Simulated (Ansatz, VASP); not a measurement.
Li in VASP and in Ansatz

```xyz
2
Lattice="0.0000 -2.0955 -2.0955 0.0000 2.0955 -2.0955 4.1910 0.0000 0.0000" Properties=species:S:1:pos:R:3 pbc="T T T"
Li    2.0955   -0.1062   -2.0955
Li    0.0000    0.1062    0.0000
```

Change from the starting cell: mode 4 frozen in at -0.106 Å and mode 5 at +0.000 Å (largest displacements).

Alike in both runs: task single point; functional PBEsol; dispersion D3(BJ); k mesh 16 × 16 × 10; occupations gaussian, width 0.15 eV; no spin polarisation.

|  | VASP | Ansatz |
| --- | --- | --- |
| version | VASP 6.6.1 | Ansatz 0.2.0 |
| potentials or method | VASP PAW PBE potentials, release 64 (Li_sv), cutoff 520 eV | scalar-relativistic, plane waves, PAW |
| valence electrons in the cell | 6 | 6 |

|  | VASP | Ansatz | Ansatz less VASP |
| --- | --- | --- | --- |
| gap on the k mesh at the Fermi level (eV) | none | none | - |
| rms of the force components (eV/Å) | 0.101 | 0.101 | +0.0003 |

VASP's potentials were made for PBE, not for PBEsol. Atom by atom the forces differ by 0.000 eV/Å (rms over components). A gap of «none» marks a metal or a gap that the smearing closes.

Noted on VASP's run: the cutoff is short for stress, so the pressure is rough.
